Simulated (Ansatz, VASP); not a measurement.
# Ti: VASP beside Ansatz

```
Ti
1.0
     0.00000   -3.20990    0.00000
    -3.20990    0.00000    0.00000
     0.00000    0.00000   -3.20990
Ti
2
Direct
  0.52293 0.53439 0.50000
  0.97707 0.96561 0.00000
```

Change from the starting cell: mode 4 frozen in at -0.110 Å and mode 5 at -0.074 Å (largest displacements).

Alike in both runs: task single point; functional PBEsol; k mesh 14 × 14 × 14; occupations gaussian, width 0.15 eV; no spin polarisation.

|  | VASP | Ansatz |
| --- | --- | --- |
| version | VASP 6.6.1 | Ansatz 0.2.0 |
| potentials or method | VASP PAW PBE potentials, release 64 (Ti_sv), cutoff 520 eV | scalar-relativistic, plane waves, PAW |
| valence electrons in the cell | 24 | 24 |

VASP gave:

| Item | Value |
| --- | --- |
| gap on the k mesh at the Fermi level (eV) | none |
| pressure (GPa) | 1.6 |
| traceless stress, the component that is largest in VASP (GPa) | 2.03 |
| rms of the force components (eV/Å) | 0.852 |

Q: Estimate Ansatz's values.

A: gap on the k mesh at the Fermi level (eV): none; pressure (GPa): 1.9; traceless stress, the component that is largest in VASP (GPa): 1.99; rms of the force components (eV/Å): 0.851.

VASP's potentials were made for PBE, not for PBEsol, and Ansatz warns of the same on its side. Atom by atom the forces differ by 0.002 eV/Å (rms over components). A gap of «none» marks a metal or a gap that the smearing closes.
